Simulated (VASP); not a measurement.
Input of a VASP 6.6.1 run:

INCAR

```
SYSTEM = Ge
  PREC = Accurate
  ENCUT = 520
  EDIFF = 1E-6
  ISMEAR = 0
  SIGMA = 0.1
  LREAL = .False.
  LASPH = .True.
  NELM = 60
  ALGO = Normal
  ISIF = 2
  LWAVE = .False.
  LCHARG = .False.
  GGA = PE
  NBANDS = 51
```

The input KPOINTS:

```
Automatic mesh
0
Gamma
  4 4 4
  0 0 0
```

The input POSCAR:

```
Ge
1.0
    4.2321253957      0.0000000000      0.0000000000
    0.0000000000      4.2321253957      0.0000000000
    0.0000000000      0.0000000000      7.4343202074
Ge
6
Direct
    0.0000000000      0.0000000000      0.2500000000
    0.0000000000      0.0000000000      0.7500000000
    0.6738856020      0.2448314707      0.5000000000
    0.3261143980      0.7551685293      0.5000000000
    0.7551685293      0.6738856020      0.0000000000
    0.2448314707      0.3261143980      0.0000000000
```

Potentials or basis: VASP PAW PBE potentials, release 64 (Ge_d).

Run with:

```sh
$ cat potpaw_PBE.64/Ge_d/POTCAR > POTCAR
$ mpirun -np 1 vasp_std > vasp.out
```

**Question.** Predict the band gap on the k mesh.

**Answer.** Zero (bands 42 and 43 overlap by 0.10 eV).

**Question.** Predict the pressure.

**Answer.** 0.0 GPa.

**Question.** What does it give for the largest force?

**Answer.** 0.003 eV/Å.

Forces in eV/Å, atoms in the order of the input:
```
Ge   0.000  0.000  0.000
Ge   0.000  0.000  0.000
Ge   0.003 -0.002  0.000
Ge  -0.003  0.002  0.000
Ge   0.002  0.003  0.000
Ge  -0.002 -0.003  0.000
```

Caveat: the k points lie up to 0.37 Å⁻¹ apart; semilocal functionals underestimate gaps, and a narrow one can read as zero.
